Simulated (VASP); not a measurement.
Wanted: the native input for a VASP 6.6.1 run.

* Task: single point
* Functional: PBEsol
* Potentials or basis: VASP PAW PBE potentials, release 64 (Hf_pv, C)
* Cutoff: 520 eV
* k mesh: 7 × 7 × 4
* Occupations: fermi-dirac, width 0.15 eV
* Spin: no spin polarisation
* Dipole correction: no
* Further INCAR settings: ALGO = Normal; EDIFF = 1e-06; NBANDS = 22

The structure of HfC lies in POSCAR:

```
HfC
1.0
    3.3428660000      0.0000000000      0.0000000000
   -1.6714330000      2.8950070000      0.0000000000
    0.0000000000      0.0000000000      5.2027140000
Hf C
2 2
Direct
    0.6666666667      0.3333333333      0.7500000000
    0.3333333333      0.6666666667      0.2500000000
    0.0000000000      0.0000000000      0.0000000000
    0.0000000000      0.0000000000      0.5000000000
```

One way to write it, as run:

INCAR

```
  PREC = Accurate
  ENCUT = 520
  EDIFF = 1E-6
  ISMEAR = -1
  SIGMA = 0.15
  LREAL = False
  LASPH = True
  NELM = 60
  ALGO = Normal
  ISIF = 2
  LWAVE = False
  LCHARG = True
  GGA = PS
  LELF = True
  LVHAR = True
  NBANDS = 22
```

KPOINTS

```
regular mesh
0
Gamma
  7 7 4
```

Potentials or basis: VASP PAW PBE potentials, release 64 (Hf_pv, C).

Command:

```bash
$ cat potpaw_PBE.64/Hf_pv/POTCAR potpaw_PBE.64/C/POTCAR > POTCAR
$ mpirun -np 1 vasp_std > vasp.out
```

Results of the run:

```
Pressure               : -7.8 GPa
Band gap on the k mesh : zero (band 14 reaches 7.25 eV, above the bottom of band 15 at 6.06 eV)
```

Caveat: the PAW data sets were made with another functional, which shifts forces and pressure a little; spin-orbit coupling is left out, which moves the levels of the heavy elements.

It took 14 s on 1 thread of Intel(R) Xeon(R) 6975P-C (Granite Rapids), with other jobs on the host, peak memory 0.18 GiB.
